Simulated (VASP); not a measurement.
A run of VASP 6.6.1:

POSCAR

```
Si
1.0
   -2.6290009028      0.0000000000      0.0000000000
   -1.3145004514     -2.2767815684      0.0000000000
    0.0000000000      0.0000000000     15.9751962900
Si
4
Direct
    0.0000000000      0.0000000000      0.5463655404
    0.0000000000      0.0000000000      0.0780522201
    0.0000000000      0.0000000000      0.2341566602
    0.0000000000      0.0000000000      0.3902611003
```

The input INCAR.step1:

```
PREC = Accurate ; ENCUT = 520
ISMEAR = 0 ; SIGMA = 0.15
LREAL = False ; LASPH = True
NELM = 60 ; NBANDS = 16
GGA = PE ; ALGO = Normal
EDIFF = 1E-4 ; LWAVE = True
LCHARG = False
```

Contents of INCAR.step2:

```
PREC = Accurate ; ENCUT = 520
EDIFF = 1E-6 ; ISMEAR = 0
SIGMA = 0.15 ; LREAL = False
LASPH = True ; NELM = 60
ALGO = Normal ; ISIF = 2
LWAVE = False ; LCHARG = True
METAGGA = R2SCAN ; LMIXTAU = True
LELF = True ; LVHAR = True
NBANDS = 16 ; ISTART = 1
```

The input KPOINTS:

```
regular mesh
0
Gamma
  26 26 6
```

Potentials or basis: VASP PAW PBE potentials, release 64 (Si).

Run with:

```console
$ cat potpaw_PBE.64/Si/POTCAR > POTCAR
$ cp INCAR.step1 INCAR
$ mpirun -np 1 vasp_std > vasp.out
$ cp INCAR.step2 INCAR
$ mpirun -np 1 vasp_std > vasp.out
```

Hardware: 1 thread of Intel(R) Xeon(R) 6975P-C (Granite Rapids) (shared host).

**Question.** Estimate the wall time of this run.

**Answer.** Wall time 13 min on 1 thread of Intel(R) Xeon(R) 6975P-C (Granite Rapids), with other jobs on the host, peak memory 0.43 GiB. Counts: k points 280.
